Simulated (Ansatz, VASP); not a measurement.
Two plane-wave programs on O

```
CELL_PARAMETERS angstrom
10.00000 0.00000 0.00000
0.00000 10.50000 0.00000
0.00000 0.00000 11.00000
ATOMIC_POSITIONS crystal
O 0.50000 0.50000 0.44496
O 0.50000 0.50000 0.55504
```

Alike in both runs: task single point; functional PBEsol; k mesh 1 × 1 × 1; occupations gaussian, width 0.01 eV; collinear spin.

|  | VASP | Ansatz |
| --- | --- | --- |
| version | VASP 6.6.1 | Ansatz 0.2.0 |
| potentials or method | VASP PAW PBE potentials, release 64 (O_h), cutoff 910 eV | scalar-relativistic, plane waves, PAW |
| valence electrons in the cell | 12 | 12 |

```tsv
	VASP	Ansatz	Ansatz less VASP
gap on the k mesh at the Fermi level (eV)	2.27	2.24	-0.027
rms of the force components (eV/Å)	0.081	0.000	-0.0808
net moment per atom (μB)	1.00	1.00	0.000
size of the moment on the site where the two differ most (μB)	0.62	0.56	-0.063
```

VASP's potentials were made for PBE, not for PBEsol, and Ansatz warns of the same on its side. Site moments also hang on the region over which each program counts them. Atom by atom the forces differ by 0.081 eV/Å (rms over components).

Noted on VASP's run: the cutoff is short for stress, so the pressure is rough.
